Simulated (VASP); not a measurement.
Wanted: the native input for a VASP 6.6.1 run.

* Task: single point
* Functional: PBE
* Potentials or basis: VASP PAW PBE potentials, release 64 (Si, Bi_d)
* Cutoff: 520 eV
* k mesh: 4 × 4 × 4
* Occupations: gaussian, width 0.1 eV
* Spin: no spin polarisation
* Dipole correction: no
* Further INCAR settings: ALGO = Normal; EDIFF = 1e-07; NBANDS = 22

The structure of Si3Bi lies in POSCAR:

```
Si3Bi
1.0
    0.0000000000      3.4727639700      3.4727639700
    3.4727639700      0.0000000000      3.4727639700
    3.4727639700      3.4727639700      0.0000000000
Si Bi
3 1
Direct
    0.2500000000      0.2500000000      0.2500000000
    0.7500000000      0.7500000000      0.7500000000
    0.5000000000      0.5000000000      0.5000000000
    0.0000000000      0.0000000000      0.0000000000
```

The cell was generated, and may not be a known phase.

The input as run:

INCAR

```
PREC = Accurate
ENCUT = 520
EDIFF = 1E-7
ISMEAR = 0
SIGMA = 0.1
LREAL = False
LASPH = True
NELM = 100
ALGO = Normal
ISIF = 2
LWAVE = False
LCHARG = False
GGA = PE
NBANDS = 22
```

KPOINTS

```
regular mesh
0
Gamma
  4 4 4
```

Potentials or basis: VASP PAW PBE potentials, release 64 (Si, Bi_d).

Launch:

```console
$ cat potpaw_PBE.64/Si/POTCAR potpaw_PBE.64/Bi_d/POTCAR > POTCAR
$ mpirun -np 1 vasp_std > vasp.out
```

It gave:

| Quantity | Value |
| --- | --- |
| Pressure | -5.0 GPa |
| Band gap on the k mesh | zero (an odd number of electrons rules out a gap without spin polarisation) |

Caveat: the k points lie up to 0.39 Å⁻¹ apart, too coarse for converged energies and pressures of a metal; spin-orbit coupling is left out, which moves the levels of the heavy elements.

Run time: 42 s on 1 thread of Intel Xeon 8259CL, on a shared host, peak memory 0.24 GiB.
